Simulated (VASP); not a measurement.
A run of VASP 6.6.1 is set up as follows.

File INCAR:

```
PREC = Accurate ; ENCUT = 520
EDIFF = 1E-7 ; ISMEAR = -1
SIGMA = 0.05 ; LREAL = False
LASPH = True ; NELM = 100
ALGO = Normal ; ISIF = 2
LWAVE = False ; LCHARG = True
GGA = CA ; LELF = True
LVHAR = True ; NBANDS = 25
```

KPOINTS

```
regular mesh
0
Gamma
  9 9 5
```

POSCAR

```
CuO
1.0
    1.9909680000     -2.1535500000      0.0000000000
    1.9909680000      2.1535500000      0.0000000000
    0.0000000000      0.0000000000      5.1559280000
Cu O
2 2
Direct
    0.5000000000      0.0000000000      0.0000000000
    0.0000000000      0.5000000000      0.5000000000
    0.5000000000      0.5000000000      0.2500000000
    0.5000000000      0.5000000000      0.7500000000
```

Potentials or basis: VASP PAW LDA potentials, release 64 (Cu, O).

Launch:

```sh
$ cat potpaw_LDA.64/Cu/POTCAR potpaw_LDA.64/O/POTCAR > POTCAR
$ mpirun -np 1 vasp_std > vasp.out
```

(1) Estimate the pressure.

(2) What does it give for the band gap on the k mesh?

## Answers

(1) -11.4 GPa.

(2) zero (band 17 reaches 5.14 eV, above the bottom of band 18 at 4.27 eV).

Caveat: semilocal functionals often make such compounds metallic where correlation or magnetic order opens a gap, which also shifts bond lengths.
